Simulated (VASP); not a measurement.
Input of a VASP 6.6.1 run:

POSCAR

```
Ir
1.0
    0.0000000000      1.8429120000      1.9197000000
    1.8429120000      0.0000000000      1.9197000000
    1.8429120000      1.8429120000      0.0000000000
Ir
1
Direct
    0.0000000000      0.0000000000      0.0000000000
```

INCAR.step1

```
SYSTEM = Ir
  PREC = Accurate
  ENCUT = 520
  ISMEAR = 0
  SIGMA = 0.15
  LREAL = .FALSE.
  LASPH = .TRUE.
  NELM = 60
  NBANDS = 10
  GGA = PE
  ALGO = Normal
  EDIFF = 1E-4
  LWAVE = .TRUE.
  LCHARG = .FALSE.
```

The input INCAR.step2:

```
SYSTEM = Ir
  PREC = Accurate
  ENCUT = 520
  EDIFF = 1E-7
  ISMEAR = 0
  SIGMA = 0.15
  LREAL = .FALSE.
  LASPH = .TRUE.
  NELM = 60
  ALGO = Normal
  ISIF = 2
  LWAVE = .FALSE.
  LCHARG = .FALSE.
  METAGGA = R2SCAN
  LMIXTAU = .TRUE.
  NBANDS = 10
  ISTART = 1
```

File KPOINTS:

```
regular mesh
0
G
  22 22 22
  0 0 0
```

Potentials or basis: VASP PAW PBE potentials, release 64 (Ir).

Command:

```bash
$ cat potpaw_PBE.64/Ir/POTCAR > POTCAR
$ cp INCAR.step1 INCAR
$ mpirun -np 1 vasp_std > vasp.out
$ cp INCAR.step2 INCAR
$ mpirun -np 1 vasp_std > vasp.out
```

(1) What does it give for the pressure?

Answers

(1) 44.6 GPa.

Caveat: the cell differs from its parent crystal (strain -0.040 along x and y, +0.000 along z); the PAW data sets were made with another functional, which shifts forces and pressure a little.
